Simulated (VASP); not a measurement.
Here is a VASP 6.6.1 calculation.

File INCAR:

```
SYSTEM = ZrWS3
PREC = Accurate
ENCUT = 520
EDIFF = 1E-6
ISMEAR = 0
SIGMA = 0.1
LREAL = .FALSE.
LASPH = .TRUE.
NELM = 80
ALGO = Normal
ISIF = 2
LWAVE = .FALSE.
LCHARG = .TRUE.
GGA = PE
LELF = .TRUE.
LVHAR = .TRUE.
NBANDS = 30
```

Contents of KPOINTS:

```
Automatic mesh
0
G
  4 4 4
  0 0 0
```

The input POSCAR:

```
ZrWS3
1.0
    5.0015092200      0.0000000000      0.0000000000
    0.0000000000      5.0015092200      0.0000000000
    0.0000000000      0.0000000000      5.0015092200
Zr W S
1 1 3
Direct
    0.5000000000      0.5000000000      0.5000000000
    0.0000000000      0.0000000000      0.0000000000
    0.5000000000      0.0000000000      0.0000000000
    0.0000000000      0.5000000000      0.0000000000
    0.0000000000      0.0000000000      0.5000000000
```

Potentials or basis: VASP PAW PBE potentials, release 64 (Zr_sv, W_sv, S).

Run with:

```bash
$ cat potpaw_PBE.64/Zr_sv/POTCAR potpaw_PBE.64/W_sv/POTCAR potpaw_PBE.64/S/POTCAR > POTCAR
$ mpirun -np 1 vasp_std > vasp.out
```

(1) Predict the band gap on the k mesh.

(2) Predict the pressure.

Answers

(1) zero (band 22 reaches 5.59 eV, above the bottom of band 23 at 3.87 eV).

(2) -15.7 GPa.

Caveat: spin-orbit coupling is left out, which moves the levels of the heavy elements.
